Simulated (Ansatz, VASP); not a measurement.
# One calculation of WAu2, two programs

```xyz
6
Lattice="5.7915 0.0000 0.0000 0.0000 5.7915 0.0000 0.0000 0.0000 5.7915" Properties=species:S:1:pos:R:3 pbc="T T T"
W     0.0000    0.0000    0.0000
W     2.8958    2.8958    2.8958
Au    1.4479    1.4479    1.4479
Au    1.4479    4.3436    4.3436
Au    4.3436    4.3436    1.4479
Au    4.3436    1.4479    4.3436
```

Alike in both runs: functional PBE; k mesh 4 × 4 × 4; occupations gaussian, width 0.1 eV; no spin polarisation.

Ansatz relaxed the structure, and its values are those at the end. VASP's run is a single point on that final structure, the one shown.

|  | VASP | Ansatz |
| --- | --- | --- |
| version | VASP 6.6.1 | Ansatz 0.2.0 |
| potentials or method | VASP PAW PBE potentials, release 64 (W_sv, Au), cutoff 520 eV | scalar-relativistic, plane waves, PAW |
| valence electrons in the cell | 72 | 104 |

```tsv
	VASP	Ansatz	Ansatz less VASP
gap on the k mesh at the Fermi level (eV)	none	none	-
pressure (GPa)	0.1	0.0	-0.14
```

A gap of «none» marks a metal or a gap that the smearing closes. The functional is the same, so the differences come from potentials, cutoffs and numerics. VASP's potentials hold 72 valence electrons a cell and Ansatz's 104, so a difference there can come from the potentials and not from the codes.

Spin-orbit coupling is off throughout.
